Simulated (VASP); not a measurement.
# SrO (Fm-3m) in VASP: further runs

The runs below take SrO through single point, with PBE, PBE+D3(BJ).

Program: VASP 6.6.1. These are calculated values, not measurements. Logs are shortened: lines on timing, memory, paths and dates and some standing lists are left out, and cuts for length are marked.

## (1) The cell of the first run

Symmetry: Fm-3m, No. 225, cubic system. The conventional cell has a = 5.030 Å, b = 5.030 Å, c = 5.030 Å, α = 90.00°, β = 90.00°, γ = 90.00°. Sr (site symmetry m-3m) has 6 O at 2.51 Å within 3.3 Å. Within 3.3 Å of O (site symmetry m-3m) lie 6 Sr at 2.51 Å.

## (2) Single point, PBE

Contents of INCAR:

```
SYSTEM = SrO
PREC     = Accurate       ! precision mode
ENCUT    = 600            ! plane-wave cutoff, eV
EDIFF    = 1E-6           ! SCF threshold, eV
ISMEAR   = 0              ! smearing method
SIGMA    = 0.1            ! smearing width, eV
LREAL    = .FALSE.        ! projectors in reciprocal space
LASPH    = .TRUE.         ! aspherical terms in the spheres
NELM     = 120            ! most SCF steps
ALGO     = Normal         ! electronic algorithm
ISIF     = 2              ! what is computed and relaxed
LWAVE    = .FALSE.        ! write WAVECAR
LCHARG   = .FALSE.        ! write CHGCAR
GGA      = PE             ! functional
NBANDS   = 15             ! bands
GGA_COMPAT= .FALSE.
```

Contents of KPOINTS:

```
regular mesh
0
G
  6 6 6
  0 0 0
```

Contents of POSCAR:

```
SrO
1.0
    0.0000000000      2.5147797853      2.5147797853
    2.5147797853      0.0000000000      2.5147797853
    2.5147797853      2.5147797853      0.0000000000
Sr O
1 1
Direct
    0.5000000000      0.5000000000      0.5000000000
    0.0000000000      0.0000000000      0.0000000000
```

Potentials or basis: VASP PAW PBE potentials, release 64 (Sr_sv, O).

The run is started by

```
$ cat potpaw_PBE.64/Sr_sv/POTCAR potpaw_PBE.64/O/POTCAR > POTCAR
$ mpirun -np 1 vasp_std > vasp.out
```

OUTCAR:

```text
SYSTEM = SrO
   PREC = Accurate
   ENCUT = 600
   EDIFF = 1E-6
   ISMEAR = 0
   LREAL = .FALSE.
   LASPH = .TRUE.
   NELM = 120
   ISIF = 2
   GGA = PE

 ion  position               nearest neighbor table
   1  0.500  0.500  0.500-   2 2.51   2 2.51   2 2.51   2 2.51   2 2.51   2 2.51
   2  0.000  0.000  0.000-   1 2.51   1 2.51   1 2.51   1 2.51   1 2.51   1 2.51

  LATTYP: Found a face centered cubic cell.
 ALAT       =     5.0295595706

  Lattice vectors:

 A1 = (   0.0000000000,   2.5147797853,   2.5147797853)
 A2 = (   2.5147797853,   0.0000000000,   2.5147797853)
 A3 = (   2.5147797853,   2.5147797853,   0.0000000000)

Analysis of symmetry for initial positions (statically):
=====================================================================
 Subroutine PRICEL returns:
 Original cell was already a primitive cell.

 Routine SETGRP: Setting up the symmetry group for a
 face centered cubic supercell.

 Subroutine GETGRP returns: Found 48 space group operations
 (whereof 48 operations were pure point group operations)
 out of a pool of 48 trial point group operations.

The static configuration has the point symmetry O_h .

Analysis of symmetry for dynamics (positions and initial velocities):
=====================================================================
 Subroutine PRICEL returns:
 Original cell was already a primitive cell.

 Routine SETGRP: Setting up the symmetry group for a
 face centered cubic supercell.

 Subroutine GETGRP returns: Found 48 space group operations
 (whereof 48 operations were pure point group operations)
 out of a pool of 48 trial point group operations.

The dynamic configuration has the point symmetry O_h .

 Subroutine INISYM returns: Found 48 space group operations
 (whereof 48 operations are pure point group operations),
 and found     1 'primitive' translations

----------------------------------------------------------------------------------------

                                     Primitive cell

  volume of cell :      31.8075

  direct lattice vectors                    reciprocal lattice vectors
     0.000000000  2.514779785  2.514779785    -0.198824566  0.198824566  0.198824566
     2.514779785  0.000000000  2.514779785     0.198824566 -0.198824566  0.198824566
     2.514779785  2.514779785  0.000000000     0.198824566  0.198824566 -0.198824566

  length of vectors
     3.556435679  3.556435679  3.556435679     0.344374251  0.344374251  0.344374251

  position of ions in fractional coordinates (direct lattice)
     0.500000000  0.500000000  0.500000000
     0.000000000  0.000000000  0.000000000

  ion indices of the primitive-cell ions
   primitive index   ion index
                 1           1
                 2           2

----------------------------------------------------------------------------------------

 KPOINTS: regular mesh

Automatic generation of k-mesh.
 Grid dimensions read from file:
 generate k-points for:    6    6    6

 Generating k-lattice:

  Cartesian coordinates                     Fractional coordinates (reciprocal lattice)
    -0.033137428  0.033137428  0.033137428     0.166666667  0.000000000  0.000000000
     0.033137428 -0.033137428  0.033137428     0.000000000  0.166666667  0.000000000
     0.033137428  0.033137428 -0.033137428     0.000000000  0.000000000  0.166666667

  Length of vectors
     0.057395708  0.057395708  0.057395708

  Shift w.r.t. Gamma in fractional coordinates (k-lattice)
     0.000000000  0.000000000  0.000000000

 Subroutine IBZKPT returns following result:
 ===========================================

 Found     16 irreducible k-points:

 Following reciprocal coordinates:
            Coordinates               Weight
  0.000000  0.000000  0.000000      1.000000
  0.166667  0.000000  0.000000      8.000000
  0.333333  0.000000  0.000000      8.000000
  0.500000  0.000000  0.000000      4.000000
  0.166667  0.166667  0.000000      6.000000
  0.333333  0.166667  0.000000     24.000000
[... 8 lines left out ...]
 -0.333333  0.333333  0.166667     24.000000
 -0.333333  0.500000  0.166667     12.000000
   k-points           NKPTS =     16   k-points in BZ     NKDIM =     16   number of bands    NBANDS=     15
   number of dos      NEDOS =    301   number of ions     NIONS =      2
   total plane-waves  NPLWV =  21952
   dimension x,y,z NGX =    28 NGY =   28 NGZ =   28
   dimension x,y,z NGXF=    56 NGYF=   56 NGZF=   56
   ions per type =               1   1
   NGX,Y,Z   is equivalent  to a cutoff of  13.09, 13.09, 13.09 a.u.
   NGXF,Y,Z  is equivalent  to a cutoff of  26.18, 26.18, 26.18 a.u.
 SYSTEM =  SrO
   PREC   = accura    normal or accurate (medium, high low for compatibility)
   ISTART =      0    job   : 0-new  1-cont  2-samecut
   ICHARG =      2    charge: 1-file 2-atom 10-const
   ISPIN  =      1    spin polarized calculation?
   LNONCOLLINEAR =      F non collinear calculations
   LSORBIT =      F    spin-orbit coupling
   LASPH  =      T    aspherical Exc in radial PAW
   ENCUT  =  600.0 eV  44.10 Ry    6.64 a.u.   7.10  7.10  7.10*2*pi/ulx,y,z
   NELM   =    120;   NELMIN=  2; NELMDL= -5     # of ELM steps
   EDIFF  = 0.1E-05   stopping-criterion for ELM
   LREAL  =      F    real-space projection
   EDIFFG = 0.1E-04   stopping-criterion for IOM
   NSW    =      0    number of steps for IOM
   IBRION =     -1    ionic relax: 0-MD 1-quasi-New 2-CG
   NFREE  =      0    steps in history (QN), initial steepest desc. (CG)
   ISIF   =      2    stress and relaxation
   ISYM   =      2    0-nonsym 1-usesym 2-fastsym
   POTIM  = 0.5000    time-step for ionic-motion
   TEBEG  =    0.0;   TEEND  =   0.0 temperature during run
   PSTRESS=    0.0 pullay stress
   NELECT =      16.0000    total number of electrons
   NUPDOWN=      -1.0000    fix difference up-down
   EMIN   =  10.00;   EMAX   =-10.00  energy-range for DOS
   EFERMI =   0.00;   METHOD = LEGACY
   ISMEAR =     0;   SIGMA  =   0.10  broadening in eV -4-tet -1-fermi 0-gaus
   EFERMI_NEDOS =   21; number of points for ismear=-14 and -15
   IALGO  =     38    algorithm
   IMIX   =      4    mixing-type and parameters
     AMIX     =   0.40;   BMIX     =  1.00
     AMIX_MAG =   1.60;   BMIX_MAG =  1.00
  volume/ion in A,a.u.               =      15.90       107.32
  Fermi-wavevector in a.u.,A,eV,Ry     =   1.301982  2.460389 23.064001  1.695156
  Thomas-Fermi vector in A             =   2.433080
   LORBIT       =      0    0 simple, 1 ext, 2 COOP (PROOUT), +10 PAW based schemes
   GGA     = PE    functional components
   LHFCALC =     F    Hartree Fock is set to
   AEXX    =    0.0000 exact exchange contribution
   IVDW    =     0    specifies the selected vdW correction
   LEPSILON=     F    determine dielectric tensor
   LRPA    =     F    only Hartree local field effects (RPA)
 non-spin polarized calculation
 Gauss-broadening in eV      SIGMA  =   0.10
  energy-cutoff  :      600.00
  volume of cell :       31.81
 maximum number of plane-waves:      1073
   NGX = 15   NGY = 15   NGZ = 15

 number of electron      15.9999998 magnetization

 Free energy of the ion-electron system (eV)
  ---------------------------------------------------
  ext. energy  EPLUGINS =         0.00000000
  ---------------------------------------------------
  free energy    TOTEN  =       -11.94676790 eV

  energy without entropy =      -11.94676790  energy(sigma->0) =      -11.94676790

 E-fermi :   2.4396     XC(G=0): -10.3441

 val. band max:        1.9896036652   @ k =   0.0000   0.0000   0.0000
 cond. band min:       5.2053806406   @ k =   0.5000   0.5000   0.0000
 fundamental gap:      3.2157769754
 Fermi energy:         2.4396344407

 k-point     1 :       0.0000    0.0000    0.0000
  band No.  band energies     occupation
      1     -30.1796      2.00000
      2     -13.1843      2.00000
      3     -11.7383      2.00000
      4     -11.7383      2.00000
      5     -11.7383      2.00000
      6       1.9896      2.00000
      7       1.9896      2.00000
      8       1.9896      2.00000
      9       6.4687      0.00000
     10       8.3406      0.00000
     11       8.3406      0.00000
     12       8.3406      0.00000
     13      10.6619      0.00000
     14      10.6619      0.00000
     15      15.0263      0.00000

 k-point     2 :       0.1667    0.0000    0.0000
  band No.  band energies     occupation
      1     -30.1342      2.00000
      2     -13.7658      2.00000
      3     -11.7623      2.00000
      4     -11.7623      2.00000
      5     -11.2641      2.00000
      6       1.2374      2.00000
      7       1.6182      2.00000
      8       1.6182      2.00000
      9       7.6581      0.00000
     10       8.1463      0.00000
     11       8.9166      0.00000
     12       8.9166      0.00000
     13      11.4402      0.00000
     14      11.4402      0.00000
     15      16.8036      0.00000

 k-point     3 :       0.3333    0.0000    0.0000
  band No.  band energies     occupation
      1     -30.0414      2.00000
      2     -14.5307      2.00000
      3     -11.8091      2.00000
      4     -11.8091      2.00000
      5     -10.7146      2.00000
      6       0.1420      2.00000
      7       0.9894      2.00000
      8       0.9894      2.00000
      9       8.4004      0.00000
     10       9.8580      0.00000
     11      10.3227      0.00000
     12      10.3227      0.00000
     13      13.1638      0.00000
     14      13.1638      0.00000
     15      18.6647      0.00000

 k-point     4 :       0.5000    0.0000    0.0000
  band No.  band energies     occupation
      1     -29.9939      2.00000
      2     -14.8393      2.00000
      3     -11.8320      2.00000
      4     -11.8320      2.00000
      5     -10.5138      2.00000
      6      -0.3106      2.00000
      7       0.7151      2.00000
      8       0.7151      2.00000
      9       8.8325      0.00000
     10      10.9948      0.00000
     11      11.2226      0.00000
     12      11.2226      0.00000
     13      14.5589      0.00000
     14      14.5589      0.00000
     15      17.7956      0.00000
[... 163 lines left out ...]
 k-point    14 :       0.5000    0.3333    0.1667
  band No.  band energies     occupation
      1     -29.9831      2.00000
      2     -14.2584      2.00000
      3     -12.2540      2.00000
      4     -12.0492      2.00000
      5     -11.1032      2.00000
      6       0.6051      2.00000
      7       1.0868      2.00000
      8       1.6610      2.00000
      9       7.1377      0.00000
     10       9.6641      0.00000
     11      11.2508      0.00000
     12      11.8250      0.00000
     13      13.3548      0.00000
     14      14.7615      0.00000
     15      17.1622      0.00000

 k-point    15 :      -0.3333    0.3333    0.1667
  band No.  band energies     occupation
      1     -29.9525      2.00000
      2     -14.2489      2.00000
      3     -12.3953      2.00000
      4     -12.2256      2.00000
      5     -11.0608      2.00000
      6       0.5728      2.00000
      7       1.3201      2.00000
      8       1.4003      2.00000
      9       8.4105      0.00000
     10       8.5438      0.00000
     11      11.5158      0.00000
     12      12.5574      0.00000
     13      14.0495      0.00000
     14      15.8154      0.00000
     15      16.4616      0.00000

 k-point    16 :      -0.3333    0.5000    0.1667
  band No.  band energies     occupation
      1     -29.9392      2.00000
      2     -13.7900      2.00000
      3     -12.7450      2.00000
      4     -12.3819      2.00000
      5     -11.3673      2.00000
      6       1.0399      2.00000
      7       1.6289      2.00000
      8       1.7052      2.00000
      9       6.7045      0.00000
     10       9.8878      0.00000
     11      10.9675      0.00000
     12      13.5480      0.00000
     13      13.6420      0.00000
     14      15.8185      0.00000
     15      16.2457      0.00000

------------------------ aborting loop because EDIFF is reached ----------------------------------------

  FORCE on cell =-STRESS in cart. coord.  units (eV):
  Direction    XX          YY          ZZ          XY          YZ          ZX
  --------------------------------------------------------------------------------------
  -------------------------------------------------------------------------------------
  Total        2.1647639      2.1647639      2.1647639      0.0000000      0.0000000     -0.0000000
  in kB      109.0413568    109.0413568    109.0413568      0.0000000      0.0000000     -0.0000000
  external PRESSURE =     109.0413568 kB  Pullay stress =       0.0000000 kB

 VOLUME and BASIS-vectors are now :
 -----------------------------------------------------------------------------
  energy-cutoff  :      600.00
  volume of cell :       31.81
      direct lattice vectors                 reciprocal lattice vectors
     0.000000000  2.514779785  2.514779785    -0.198824566  0.198824566  0.198824566
     2.514779785  0.000000000  2.514779785     0.198824566 -0.198824566  0.198824566
     2.514779785  2.514779785  0.000000000     0.198824566  0.198824566 -0.198824566

 POSITION                                       TOTAL-FORCE (eV/Angst)
 -----------------------------------------------------------------------------------
      2.51478      2.51478      2.51478         0.000000     -0.000000      0.000000
      0.00000      0.00000      0.00000         0.000000      0.000000     -0.000000
 -----------------------------------------------------------------------------------
    total drift:                                0.000000      0.000000      0.000000

  FREE ENERGIE OF THE ION-ELECTRON SYSTEM (eV)
  ---------------------------------------------------
  free  energy   TOTEN  =       -11.9467678999 eV

  energy  without entropy=      -11.9467678999  energy(sigma->0) =      -11.94676790
```

Wall time 27 s (1 thread of AMD EPYC 7R13, shared host); peak memory 0.13 GiB.

What came out:

| Item | Value |
| --- | --- |
| Free energy | -11.9468 eV |
| Pressure | 10.9 GPa |
| Band gap on the k mesh | 3.22 eV, indirect (least direct gap 3.25 eV) |

A k mesh can miss the band edges.

## (3) Single point, PBE+D3(BJ)

This run uses another cell than the first one, of 17.25 Å³/atom, 1.085 times its volume.

Contents of INCAR:

```
PREC = Accurate ; ENCUT = 600
EDIFF = 1E-6 ; ISMEAR = 0
SIGMA = 0.1 ; LREAL = False
LASPH = True ; NELM = 120
ALGO = Normal ; ISIF = 2
LWAVE = False ; LCHARG = False
GGA = PE ; IVDW = 12
NBANDS = 15 ; GGA_COMPAT = False
```

Contents of KPOINTS:

```
Automatic mesh
0
Gamma
  6 6 6
```

Contents of POSCAR:

```
SrO
1.0
    0.0000000000      2.5837846888      2.5837846888
    2.5837846888      0.0000000000      2.5837846888
    2.5837846888      2.5837846888      0.0000000000
Sr O
1 1
Direct
    0.9630000000      0.9100000000      1.2570000000
    0.4630000000      0.4100000000      0.7570000000
```

Potentials or basis: VASP PAW PBE potentials, release 64 (Sr_sv, O).

The run is started by

```
$ cat potpaw_PBE.64/Sr_sv/POTCAR potpaw_PBE.64/O/POTCAR > POTCAR
$ mpirun -np 1 vasp_std > vasp.out
```

It took 31 s on 1 thread of AMD EPYC 7R13, shared host; peak memory 0.15 GiB.

Results (log left out):

| Quantity | Value |
| --- | --- |
| Free energy | -12.5356 eV |
| Pressure | -0.5 GPa |
| Band gap on the k mesh | 3.27 eV, indirect (least direct gap 3.37 eV) |
| Dispersion energy per atom | -0.242 eV |

Levels at points of the mesh, in eV from the valence-band top:
```tsv
k point	band 4	band 5	band 6	band 7	band 8	band 9	band 10	band 11	band 12	band 13
(0.00, 0.00, 0.00)	-14.09	-14.09	0.00	0.00	0.00	3.88	6.18	6.18	6.18	8.31
(0.50, 0.00, 0.00)	-14.17	-12.91	-2.14	-1.11	-1.11	6.49	8.34	8.76	8.76	11.77
(0.50, 0.50, 0.00)	-14.44	-14.44	-0.46	-0.10	-0.10	3.27	7.69	10.08	10.25	10.97
```

A k mesh can miss the band edges. PBE gaps usually lie below the measured ones, often by a third to a half.
